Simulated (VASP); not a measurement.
# TaSi (wurtzite type) (P6_3/mmc) in VASP: single point with PBE

Aim: the single point of TaSi (wurtzite type) with PBE.

Program: VASP 6.6.1. These are calculated values, not measurements. Logs are shortened: lines on timing, memory, paths and dates and some standing lists are left out, and cuts for length are marked.

## 1. The cell of the first run

The structure is hexagonal, space group P6_3/mmc (No. 194). Conventional cell: a = 4.412 Å, b = 4.412 Å, c = 5.006 Å, α = 90.00°, β = 90.00°, γ = 120.00°. Ta (site symmetry -6m2) has 5 Si at 2.50 to 2.55 Å within 3.3 Å. Si (site symmetry -6m2) has 5 Ta at 2.50 to 2.55 Å within 3.3 Å.

## 2. Single point, PBE

INCAR

```
SYSTEM = TaSi
PREC = Accurate
ENCUT = 520
EDIFF = 1E-6
ISMEAR = -1
SIGMA = 0.05
LREAL = .False.
LASPH = .True.
NELM = 60
ALGO = Normal
ISIF = 2
LWAVE = .False.
LCHARG = .False.
GGA = PE
NBANDS = 23
```

KPOINTS

```
regular mesh
0
Gamma
  9 9 5
  0 0 0
```

POSCAR

```
TaSi
1.0
    4.4117177221      0.0000000000      0.0000000000
   -2.2058588611      3.8206596217      0.0000000000
    0.0000000000      0.0000000000      5.0064399396
Ta Si
2 2
Direct
    0.3333333333      0.6666666667     -0.0620000576
    0.6666666667      0.3333333333      0.4379999424
    0.3333333333      0.6666666667      0.4380000576
    0.6666666667      0.3333333333      0.9380000576
```

Potentials or basis: VASP PAW PBE potentials, release 64 (Ta_pv, Si).

Launch:

```bash
> cat potpaw_PBE.64/Ta_pv/POTCAR potpaw_PBE.64/Si/POTCAR > POTCAR
> mpirun -np 1 vasp_std > vasp.out
```

OUTCAR:

```text
SYSTEM = TaSi
   PREC = Accurate
   ENCUT = 520
   EDIFF = 1E-6
   ISMEAR = -1
   LREAL = .False.
   LASPH = .True.
   NELM = 60
   ISIF = 2
   GGA = PE

 ion  position               nearest neighbor table
   1  0.333  0.667  0.938-   3 2.50   3 2.50   4 2.55   4 2.55   4 2.55   2 3.57   2 3.57   2 3.57
                             2 3.57   2 3.57   2 3.57
   2  0.667  0.333  0.438-   4 2.50   4 2.50   3 2.55   3 2.55   3 2.55   1 3.57   1 3.57   1 3.57
                             1 3.57   1 3.57   1 3.57
   3  0.333  0.667  0.438-   1 2.50   1 2.50   2 2.55   2 2.55   2 2.55
   4  0.667  0.333  0.938-   2 2.50   2 2.50   1 2.55   1 2.55   1 2.55

  LATTYP: Found a hexagonal cell.
 ALAT       =     4.4117177221
 C/A-ratio  =     1.1348051383

  Lattice vectors:

 A1 = (   4.4117177221,   0.0000000000,   0.0000000000)
 A2 = (  -2.2058588611,   3.8206596217,   0.0000000000)
 A3 = (   0.0000000000,   0.0000000000,   5.0064399396)

Analysis of symmetry for initial positions (statically):
=====================================================================
 Subroutine PRICEL returns:
 Original cell was already a primitive cell.

 Routine SETGRP: Setting up the symmetry group for a
 hexagonal supercell.

 Subroutine GETGRP returns: Found 24 space group operations
 (whereof  6 operations were pure point group operations)
 out of a pool of 24 trial point group operations.

The static configuration has the point symmetry C_3v.
 The point group associated with its full space group is D_6h.

Analysis of symmetry for dynamics (positions and initial velocities):
=====================================================================
 Subroutine PRICEL returns:
 Original cell was already a primitive cell.

 Routine SETGRP: Setting up the symmetry group for a
 hexagonal supercell.

 Subroutine GETGRP returns: Found 24 space group operations
 (whereof  6 operations were pure point group operations)
 out of a pool of 24 trial point group operations.

The dynamic configuration has the point symmetry C_3v.
 The point group associated with its full space group is D_6h.

 Subroutine INISYM returns: Found 24 space group operations
 (whereof  6 operations are pure point group operations),
 and found     1 'primitive' translations

----------------------------------------------------------------------------------------

                                     Primitive cell

  volume of cell :      84.3869

  direct lattice vectors                    reciprocal lattice vectors
     4.411717722  0.000000000  0.000000000     0.226669081  0.130867455  0.000000000
    -2.205858861  3.820659622  0.000000000     0.000000000  0.261734909  0.000000000
     0.000000000  0.000000000  5.006439940     0.000000000  0.000000000  0.199742734

  length of vectors
     4.411717722  4.411717722  5.006439940     0.261734909  0.261734909  0.199742734

  position of ions in fractional coordinates (direct lattice)
     0.333333333  0.666666667  0.937999942
     0.666666667  0.333333333  0.437999942
     0.333333333  0.666666667  0.438000058
     0.666666667  0.333333333  0.938000058

  ion indices of the primitive-cell ions
   primitive index   ion index
                 1           1
                 2           2
                 3           3
                 4           4

----------------------------------------------------------------------------------------

 KPOINTS: regular mesh

Automatic generation of k-mesh.
 Grid dimensions read from file:
 generate k-points for:    9    9    5

 Generating k-lattice:

  Cartesian coordinates                     Fractional coordinates (reciprocal lattice)
     0.025185453  0.014540828  0.000000000     0.111111111 -0.000000000  0.000000000
     0.000000000  0.029081657  0.000000000     0.000000000  0.111111111  0.000000000
     0.000000000  0.000000000  0.039948547     0.000000000  0.000000000  0.200000000

  Length of vectors
     0.029081657  0.029081657  0.039948547

  Shift w.r.t. Gamma in fractional coordinates (k-lattice)
     0.000000000  0.000000000  0.000000000

 Subroutine IBZKPT returns following result:
 ===========================================

 Found     36 irreducible k-points:

 Following reciprocal coordinates:
            Coordinates               Weight
  0.000000  0.000000  0.000000      1.000000
  0.111111 -0.000000  0.000000      6.000000
  0.222222 -0.000000  0.000000      6.000000
  0.333333 -0.000000  0.000000      6.000000
  0.444444 -0.000000  0.000000      6.000000
  0.111111  0.111111  0.000000      6.000000
[... 16 lines left out ...]
  0.333333  0.222222  0.200000     24.000000
  0.333333  0.333333  0.200000      4.000000
 [... further k-points ...]
   k-points           NKPTS =     36   k-points in BZ     NKDIM =     36   number of bands    NBANDS=     23
   number of dos      NEDOS =    301   number of ions     NIONS =      4
   total plane-waves  NPLWV =  51840
   dimension x,y,z NGX =    36 NGY =   36 NGZ =   40
   dimension x,y,z NGXF=    72 NGYF=   72 NGZF=   80
   ions per type =               2   2
   NGX,Y,Z   is equivalent  to a cutoff of  13.57, 13.57, 13.28 a.u.
   NGXF,Y,Z  is equivalent  to a cutoff of  27.13, 27.13, 26.57 a.u.
 SYSTEM =  TaSi
   PREC   = accura    normal or accurate (medium, high low for compatibility)
   ISTART =      0    job   : 0-new  1-cont  2-samecut
   ICHARG =      2    charge: 1-file 2-atom 10-const
   ISPIN  =      1    spin polarized calculation?
   LNONCOLLINEAR =      F non collinear calculations
   LSORBIT =      F    spin-orbit coupling
   LASPH  =      T    aspherical Exc in radial PAW
   ENCUT  =  520.0 eV  38.22 Ry    6.18 a.u.   8.20  8.20  9.31*2*pi/ulx,y,z
   NELM   =     60;   NELMIN=  2; NELMDL= -5     # of ELM steps
   EDIFF  = 0.1E-05   stopping-criterion for ELM
   LREAL  =      F    real-space projection
   EDIFFG = 0.1E-04   stopping-criterion for IOM
   NSW    =      0    number of steps for IOM
   IBRION =     -1    ionic relax: 0-MD 1-quasi-New 2-CG
   NFREE  =      0    steps in history (QN), initial steepest desc. (CG)
   ISIF   =      2    stress and relaxation
   ISYM   =      2    0-nonsym 1-usesym 2-fastsym
   POTIM  = 0.5000    time-step for ionic-motion
   TEBEG  =    0.0;   TEEND  =   0.0 temperature during run
   PSTRESS=    0.0 pullay stress
   NELECT =      30.0000    total number of electrons
   NUPDOWN=      -1.0000    fix difference up-down
   EMIN   =  10.00;   EMAX   =-10.00  energy-range for DOS
   EFERMI =   0.00;   METHOD = LEGACY
   ISMEAR =    -1;   SIGMA  =   0.05  broadening in eV -4-tet -1-fermi 0-gaus
   EFERMI_NEDOS =   21; number of points for ismear=-14 and -15
   IALGO  =     38    algorithm
   IMIX   =      4    mixing-type and parameters
     AMIX     =   0.40;   BMIX     =  1.00
     AMIX_MAG =   1.60;   BMIX_MAG =  1.00
  volume/ion in A,a.u.               =      21.10       142.37
  Fermi-wavevector in a.u.,A,eV,Ry     =   1.159730  2.191572 18.299478  1.344974
  Thomas-Fermi vector in A             =   2.296320
   LORBIT       =      0    0 simple, 1 ext, 2 COOP (PROOUT), +10 PAW based schemes
   GGA     = PE    functional components
   LHFCALC =     F    Hartree Fock is set to
   AEXX    =    0.0000 exact exchange contribution
   IVDW    =     0    specifies the selected vdW correction
   LEPSILON=     F    determine dielectric tensor
   LRPA    =     F    only Hartree local field effects (RPA)
 non-spin polarized calculation
  energy-cutoff  :      520.00
  volume of cell :       84.39
 maximum number of plane-waves:      2293
 NGX is ok and might be reduce to    36
   NGX = 17   NGY = 17   NGZ = 19

 number of electron      30.0000002 magnetization

 Free energy of the ion-electron system (eV)
  ---------------------------------------------------
  ext. energy  EPLUGINS =         0.00000000
  ---------------------------------------------------
  free energy    TOTEN  =       -33.48804745 eV

  energy without entropy =      -33.45988255  energy(sigma->0) =      -33.47396500

 E-fermi :   4.8990     XC(G=0): -10.3872

 val. band max:        4.8890976756   @ k =   0.3333   0.1111   0.4000
 cond. band min:       4.9277101965   @ k =   0.3333   0.2222   0.4000
 fundamental gap:      0.0386125210
 Fermi energy:         4.8990008253

 k-point     1 :       0.0000    0.0000    0.0000
  band No.  band energies     occupation
      1     -29.8057      2.00000
      2     -29.8057      2.00000
      3     -29.7756      2.00000
      4     -29.7510      2.00000
      5     -29.7510      2.00000
      6     -29.6475      2.00000
[... 15 lines left out ...]
     22       9.7401      0.00000
     23      10.2970      0.00000

 k-point     2 :       0.1111   -0.0000    0.0000
  band No.  band energies     occupation
      1     -29.8071      2.00000
      2     -29.8062      2.00000
      3     -29.7721      2.00000
      4     -29.7535      2.00000
      5     -29.7503      2.00000
      6     -29.6509      2.00000
[... 15 lines left out ...]
     22       9.1960      0.00000
     23      10.2973      0.00000

 k-point     3 :       0.2222   -0.0000    0.0000
  band No.  band energies     occupation
      1     -29.8103      2.00000
      2     -29.8072      2.00000
      3     -29.7622      2.00000
      4     -29.7602      2.00000
      5     -29.7488      2.00000
      6     -29.6604      2.00000
[... 15 lines left out ...]
     22       8.2725      0.00000
     23       9.0246      0.00000

 k-point     4 :       0.3333   -0.0000    0.0000
  band No.  band energies     occupation
      1     -29.8138      2.00000
      2     -29.8080      2.00000
      3     -29.7682      2.00000
      4     -29.7480      2.00000
      5     -29.7473      2.00000
      6     -29.6741      2.00000
[... 15 lines left out ...]
     22       8.0474      0.00000
     23       8.3489      0.00000

 k-point     5 :       0.4444   -0.0000    0.0000
  band No.  band energies     occupation
      1     -29.8160      2.00000
      2     -29.8082      2.00000
      3     -29.7737      2.00000
      4     -29.7464      2.00000
      5     -29.7346      2.00000
      6     -29.6871      2.00000
[... 434 lines left out ...]
 k-point    22 :       0.2222    0.2222    0.2000
  band No.  band energies     occupation
      1     -29.8127      2.00000
      2     -29.8122      2.00000
      3     -29.7858      2.00000
      4     -29.7541      2.00000
      5     -29.7229      2.00000
      6     -29.6790      2.00000
[... 15 lines left out ...]
     22       8.2854      0.00000
     23      10.0716      0.00000

 k-point    23 :       0.3333    0.2222    0.2000
  band No.  band energies     occupation
      1     -29.8161      2.00000
      2     -29.8089      2.00000
      3     -29.7941      2.00000
      4     -29.7539      2.00000
      5     -29.7105      2.00000
      6     -29.6880      2.00000
[... 15 lines left out ...]
     22       8.0872      0.00000
     23      10.2184      0.00000

 k-point    24 :       0.3333    0.3333    0.2000
  band No.  band energies     occupation
      1     -29.8172      2.00000
      2     -29.8024      2.00000
      3     -29.8024      2.00000
      4     -29.7541      2.00000
      5     -29.6986      2.00000
      6     -29.6986      2.00000
[... 15 lines left out ...]
     22       7.9226      0.00000
     23      10.5752      0.00000

 [... further k-points ...]
[... 5 lines left out ...]
  --------------------------------------------------------------------------------------
  -------------------------------------------------------------------------------------
  Total       -0.4888599     -0.4888599     -0.4426504      0.0000000      0.0000000      0.0000000
  in kB       -9.2815378     -9.2815378     -8.4041992      0.0000000      0.0000000      0.0000000
  external PRESSURE =      -8.9890916 kB  Pullay stress =       0.0000000 kB

 VOLUME and BASIS-vectors are now :
 -----------------------------------------------------------------------------
  energy-cutoff  :      520.00
  volume of cell :       84.39
      direct lattice vectors                 reciprocal lattice vectors
     4.411717722  0.000000000  0.000000000     0.226669081  0.130867455  0.000000000
    -2.205858861  3.820659622  0.000000000     0.000000000  0.261734909  0.000000000
     0.000000000  0.000000000  5.006439940     0.000000000  0.000000000  0.199742734

 POSITION                                       TOTAL-FORCE (eV/Angst)
 -----------------------------------------------------------------------------------
     -0.00000      2.54711      4.69604         0.000000     -0.000000      0.000000
      2.20586      1.27355      2.19282        -0.000000      0.000000     -0.000000
     -0.00000      2.54711      2.19282        -0.000000     -0.000000      0.000000
      2.20586      1.27355      4.69604         0.000000      0.000000      0.000000
 -----------------------------------------------------------------------------------
    total drift:                               -0.000000      0.000000      0.000040

  FREE ENERGIE OF THE ION-ELECTRON SYSTEM (eV)
  ---------------------------------------------------
  free  energy   TOTEN  =       -33.4880474513 eV

  energy  without entropy=      -33.4598825461  energy(sigma->0) =      -33.47396500
```

Run time: 34 s. Hardware: 1 thread of Intel Xeon Platinum 8559C (Emerald Rapids), shared host; peak memory 0.24 GiB.

What came out:

| Property | Result |
| --- | --- |
| Free energy | -33.4880 eV |
| Pressure | -0.9 GPa |
| Band gap on the k mesh | zero (band 15 reaches 5.81 eV, above the bottom of band 16 at 4.56 eV) |

Stress tensor (GPa, compression positive):
```
-0.93  0.00  0.00
 0.00 -0.93  0.00
 0.00  0.00 -0.84
```

Caveat: spin-orbit coupling is left out, which moves the levels of the heavy elements.
